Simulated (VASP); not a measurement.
# Rh (P6_3/mmc) in VASP: notebook

Rh is run at these levels: r2SCAN; tasks: single point.

Program: VASP 6.6.1. These are calculated values, not measurements. Logs are shortened: lines on timing, memory, paths and dates and some standing lists are left out, and cuts for length are marked.

### 1 The cell of the first run

The structure is hexagonal, space group P6_3/mmc (No. 194). The conventional cell has a = 2.768 Å, b = 2.768 Å, c = 4.310 Å, α = 90.00°, β = 90.00°, γ = 120.00°. Rh (site symmetry -6m2) has 12 Rh at 2.68 to 2.77 Å within 3.5 Å.

This isn't the form of Rh at room conditions, which is fcc.

### 2 Single point, r2SCAN

POSCAR reads:

```
Rh
1.0
    2.7683943634      0.0000000000      0.0000000000
   -1.3841971817      2.3974998464      0.0000000000
    0.0000000000      0.0000000000      4.3095943413
Rh
2
Direct
    0.6666666667      0.3333333333      0.7500000000
    0.3333333333      0.6666666667      0.2500000000
```

INCAR.step1 reads:

```
PREC = Accurate ; ENCUT = 520
ISMEAR = 0 ; SIGMA = 0.15
LREAL = F ; LASPH = T
NELM = 80 ; NBANDS = 22
GGA = PE ; ALGO = Normal
EDIFF = 1E-4 ; LWAVE = T
LCHARG = F
```

INCAR.step2 reads:

```
PREC = Accurate ; ENCUT = 520
EDIFF = 1E-6 ; ISMEAR = 0
SIGMA = 0.15 ; LREAL = F
LASPH = T ; NELM = 80
ALGO = Normal ; ISIF = 2
LWAVE = F ; LCHARG = F
METAGGA = R2SCAN ; LMIXTAU = T
NBANDS = 22 ; ISTART = 1
```

KPOINTS reads:

```
regular mesh
0
Gamma
  24 24 12
```

Potentials or basis: VASP PAW PBE potentials, release 64 (Rh_pv).

Command:

```sh
> cat potpaw_PBE.64/Rh_pv/POTCAR > POTCAR
> cp INCAR.step1 INCAR
> mpirun -np 1 vasp_std > vasp.out
> cp INCAR.step2 INCAR
> mpirun -np 1 vasp_std > vasp.out
```

OUTCAR:

```text
PREC = Accurate
   ENCUT = 520
   EDIFF = 1E-6
   ISMEAR = 0
   LREAL = F
   LASPH = T
   NELM = 80
   ISIF = 2
   METAGGA = R2SCAN
   ISTART = 1

 ion  position               nearest neighbor table
   1  0.667  0.333  0.750-   2 2.68   2 2.68   2 2.68   2 2.68   2 2.68   2 2.68
   2  0.333  0.667  0.250-   1 2.68   1 2.68   1 2.68   1 2.68   1 2.68   1 2.68

  LATTYP: Found a hexagonal cell.
 ALAT       =     2.7683943634
 C/A-ratio  =     1.5567125834

  Lattice vectors:

 A1 = (   2.7683943634,   0.0000000000,   0.0000000000)
 A2 = (  -1.3841971817,   2.3974998464,   0.0000000000)
 A3 = (   0.0000000000,   0.0000000000,   4.3095943413)

Analysis of symmetry for initial positions (statically):
=====================================================================
 Subroutine PRICEL returns:
 Original cell was already a primitive cell.

 Routine SETGRP: Setting up the symmetry group for a
 hexagonal supercell.

 Subroutine GETGRP returns: Found 24 space group operations
 (whereof 12 operations were pure point group operations)
 out of a pool of 24 trial point group operations.

The static configuration has the point symmetry D_3d.
 The point group associated with its full space group is D_6h.

Analysis of symmetry for dynamics (positions and initial velocities):
=====================================================================
 Subroutine PRICEL returns:
 Original cell was already a primitive cell.

 Routine SETGRP: Setting up the symmetry group for a
 hexagonal supercell.

 Subroutine GETGRP returns: Found 24 space group operations
 (whereof 12 operations were pure point group operations)
 out of a pool of 24 trial point group operations.

The dynamic configuration has the point symmetry D_3d.
 The point group associated with its full space group is D_6h.

 Subroutine INISYM returns: Found 24 space group operations
 (whereof 12 operations are pure point group operations),
 and found     1 'primitive' translations

----------------------------------------------------------------------------------------

                                     Primitive cell

  volume of cell :      28.6037

  direct lattice vectors                    reciprocal lattice vectors
[... 75 lines left out ...]
   NGX,Y,Z   is equivalent  to a cutoff of  14.41, 14.41, 12.34 a.u.
   NGXF,Y,Z  is equivalent  to a cutoff of  28.82, 28.82, 24.69 a.u.
 SYSTEM =  unknown system
   PREC   = accura    normal or accurate (medium, high low for compatibility)
   ISTART =      1    job   : 0-new  1-cont  2-samecut
   ICHARG =      0    charge: 1-file 2-atom 10-const
   ISPIN  =      1    spin polarized calculation?
   LNONCOLLINEAR =      F non collinear calculations
   LSORBIT =      F    spin-orbit coupling
   LASPH  =      T    aspherical Exc in radial PAW
   ENCUT  =  520.0 eV  38.22 Ry    6.18 a.u.   5.15  5.15  8.01*2*pi/ulx,y,z
   NELM   =     80;   NELMIN=  2; NELMDL=  0     # of ELM steps
   EDIFF  = 0.1E-05   stopping-criterion for ELM
   LREAL  =      F    real-space projection
   EDIFFG = 0.1E-04   stopping-criterion for IOM
   NSW    =      0    number of steps for IOM
   IBRION =     -1    ionic relax: 0-MD 1-quasi-New 2-CG
   NFREE  =      0    steps in history (QN), initial steepest desc. (CG)
   ISIF   =      2    stress and relaxation
   ISYM   =      2    0-nonsym 1-usesym 2-fastsym
   POTIM  = 0.5000    time-step for ionic-motion
   TEBEG  =    0.0;   TEEND  =   0.0 temperature during run
   PSTRESS=    0.0 pullay stress
   NELECT =      30.0000    total number of electrons
   NUPDOWN=      -1.0000    fix difference up-down
   EMIN   =  10.00;   EMAX   =-10.00  energy-range for DOS
   EFERMI =   0.00;   METHOD = LEGACY
   ISMEAR =     0;   SIGMA  =   0.15  broadening in eV -4-tet -1-fermi 0-gaus
   EFERMI_NEDOS =   21; number of points for ismear=-14 and -15
   IALGO  =     38    algorithm
   IMIX   =      4    mixing-type and parameters
     AMIX     =   0.40;   BMIX     =  1.00
     AMIX_MAG =   1.60;   BMIX_MAG =  1.00
  volume/ion in A,a.u.               =      14.30        96.51
  Fermi-wavevector in a.u.,A,eV,Ry     =   1.663314  3.143208 37.642066  2.766614
  Thomas-Fermi vector in A             =   2.750053
   LORBIT       =      0    0 simple, 1 ext, 2 COOP (PROOUT), +10 PAW based schemes
   METAGGA = R2SCAN    functional components
   LHFCALC =     F    Hartree Fock is set to
   AEXX    =    0.0000 exact exchange contribution
   IVDW    =     0    specifies the selected vdW correction
   LEPSILON=     F    determine dielectric tensor
   LRPA    =     F    only Hartree local field effects (RPA)
 non-spin polarized calculation
 Gauss-broadening in eV      SIGMA  =   0.15
  energy-cutoff  :      520.00
  volume of cell :       28.60
 maximum number of plane-waves:       788
 NGX is ok and might be reduce to    24

 number of electron      30.0000006 magnetization

 Free energy of the ion-electron system (eV)
  ---------------------------------------------------
  ext. energy  EPLUGINS =         0.00000000
  ---------------------------------------------------
  free energy    TOTEN  =       -48.15994509 eV

  energy without entropy =      -48.12046147  energy(sigma->0) =      -48.14020328

 E-fermi :  11.1413     XC(G=0): -14.9099

 val. band max:       11.1411050217   @ k =   0.3333   0.3333   0.0000
 cond. band min:      11.1422549018   @ k =   0.3750   0.2083   0.3333
 fundamental gap:      0.0011498801
 Fermi energy:        11.1412640187

 k-point     1 :       0.0000    0.0000    0.0000
  band No.  band energies     occupation
      1     -37.4462      2.00000
      2     -36.7904      2.00000
      3     -36.7904      2.00000
      4     -36.6764      2.00000
      5     -36.6656      2.00000
      6     -36.6656      2.00000
[... 589 lines left out ...]
     21      23.9726      0.00000
     22      26.0074      0.00000

 [... further k-points ...]
[... 5 lines left out ...]
  --------------------------------------------------------------------------------------
  -------------------------------------------------------------------------------------
  Total       -1.8975591     -1.8975591     -0.5318293      0.0000000      0.0000000      0.0000000
  in kB     -106.2876848   -106.2876848    -29.7892722      0.0000000      0.0000000      0.0000000
  external PRESSURE =     -80.7882139 kB  Pullay stress =       0.0000000 kB

 VOLUME and BASIS-vectors are now :
 -----------------------------------------------------------------------------
  energy-cutoff  :      520.00
  volume of cell :       28.60
      direct lattice vectors                 reciprocal lattice vectors
     2.768394363  0.000000000  0.000000000     0.361220212  0.208550587  0.000000000
    -1.384197182  2.397499846  0.000000000     0.000000000  0.417101174  0.000000000
     0.000000000  0.000000000  4.309594341     0.000000000  0.000000000  0.232040401

 POSITION                                       TOTAL-FORCE (eV/Angst)
 -----------------------------------------------------------------------------------
      1.38420      0.79917      3.23220         0.000000     -0.000000      0.000000
     -0.00000      1.59833      1.07740        -0.000000      0.000000      0.000000
 -----------------------------------------------------------------------------------
    total drift:                               -0.000000      0.000000     -0.000000

  FREE ENERGIE OF THE ION-ELECTRON SYSTEM (eV)
  ---------------------------------------------------
  free  energy   TOTEN  =       -48.1599450918 eV

  energy  without entropy=      -48.1204614666  energy(sigma->0) =      -48.14020328
```

OSZICAR.step1:

```text
N       E                     dE             d eps       ncg     rms          rms(c)
DAV:   1     0.327492361678E+03    0.32749E+03   -0.19066E+04 18852   0.158E+03
DAV:   2    -0.829301532528E+01   -0.33579E+03   -0.32413E+03 19556   0.472E+02
DAV:   3    -0.153634880468E+02   -0.70705E+01   -0.70285E+01 21860   0.773E+01
DAV:   4    -0.154108250774E+02   -0.47337E-01   -0.47332E-01 21078   0.637E+00
DAV:   5    -0.154115782415E+02   -0.75316E-03   -0.75316E-03 22082   0.835E-01    0.132E+01
DAV:   6    -0.144725505308E+02    0.93903E+00   -0.22396E+00 20852   0.159E+01    0.454E+00
DAV:   7    -0.144454670237E+02    0.27084E-01   -0.39171E-02 21500   0.173E+00    0.216E+00
DAV:   8    -0.144399481410E+02    0.55189E-02   -0.70751E-03 19936   0.946E-01    0.305E-01
DAV:   9    -0.144396473962E+02    0.30074E-03   -0.25440E-04 18378   0.190E-01    0.279E-02
DAV:  10    -0.144396600181E+02   -0.12622E-04   -0.12304E-05 10636   0.344E-02
   1 F= -.14439660E+02 E0= -.14419199E+02  d E =-.409225E-01
```

Run time: 15 min. Hardware: 1 thread of Oxide Virtual Turin-like, shared host; peak memory 0.29 GiB.

What came out:

| Item | Value |
| --- | --- |
| Free energy | -48.1599 eV |
| Pressure | -8.1 GPa |
| Band gap on the k mesh | zero (bands 15 and 16 overlap by 2.24 eV) |

Stress tensor (GPa, compression positive):
```
-10.63   0.00   0.00
  0.00 -10.63   0.00
  0.00   0.00  -2.98
```

Caveat: the stress differs along the axes, from -11 to -3 GPa; the PAW data sets were made with another functional, which shifts forces and pressure a little.

### 3 Single point, r2SCAN

This run uses another cell than the first one, of the same volume but with other edges.

POSCAR reads:

```
Rh
1.0
    2.6869232892      0.0000000000      0.0000000000
   -1.3434616446      2.3269438265      0.0000000000
    0.0000000000      0.0000000000      4.5749017289
Rh
2
Direct
    0.6666666667      0.3333333333      0.7500000000
    0.3333333333      0.6666666667      0.2500000000
```

INCAR.step1 reads:

```
SYSTEM = Rh
PREC = Accurate
ENCUT = 520
ISMEAR = 0
SIGMA = 0.15
LREAL = .FALSE.
LASPH = .TRUE.
NELM = 80
NBANDS = 22
GGA = PE
ALGO = Normal
EDIFF = 1E-4
LWAVE = .TRUE.
LCHARG = .FALSE.
```

INCAR.step2 reads:

```
SYSTEM = Rh
PREC = Accurate
ENCUT = 520
EDIFF = 1E-7
ISMEAR = 0
SIGMA = 0.15
LREAL = .FALSE.
LASPH = .TRUE.
NELM = 80
ALGO = Normal
ISIF = 2
LWAVE = .FALSE.
LCHARG = .FALSE.
METAGGA = R2SCAN
LMIXTAU = .TRUE.
NBANDS = 22
ISTART = 1
```

KPOINTS reads:

```
regular mesh
0
G
  24 24 12
  0 0 0
```

Potentials or basis: VASP PAW PBE potentials, release 64 (Rh_pv).

Command:

```sh
> cat potpaw_PBE.64/Rh_pv/POTCAR > POTCAR
> cp INCAR.step1 INCAR
> mpirun -np 1 vasp_std > vasp.out
> cp INCAR.step2 INCAR
> mpirun -np 1 vasp_std > vasp.out
```

It took 25 min on 1 thread of Oxide Virtual Turin-like, shared host; peak memory 0.28 GiB.

The run converged. Its results:

```
Free energy            : -48.1349 eV
Pressure               : -8.0 GPa
Band gap on the k mesh : zero (bands 15 and 16 overlap by 2.52 eV)
```

Stress tensor (GPa, compression positive):
```
 -3.87   0.00   0.00
  0.00  -3.87   0.00
  0.00   0.00 -16.30
```

Levels at points of the mesh, in eV from the Fermi level:
```csv
k point,band 11,band 12,band 13,band 14,band 15,band 16,band 17,band 18,band 19,band 20
"(0.00, 0.00, 0.00)",-2.92,-2.50,-2.50,-1.49,-1.49,0.19,0.19,0.48,7.96,17.02
"(0.50, 0.00, 0.00)",-2.84,-2.29,-1.82,0.47,0.69,0.91,3.25,5.42,10.57,10.63
"(0.00, 0.00, 0.50)",-2.94,-2.94,-2.94,-2.94,-0.37,-0.37,-0.37,-0.37,14.60,14.60
"(0.50, 0.00, 0.50)",-1.43,-1.43,-0.20,-0.20,0.82,0.82,2.90,2.90,9.62,9.62
```

Caveat: the stress differs along the axes, from -16 to -4 GPa; the PAW data sets were made with another functional, which shifts forces and pressure a little.
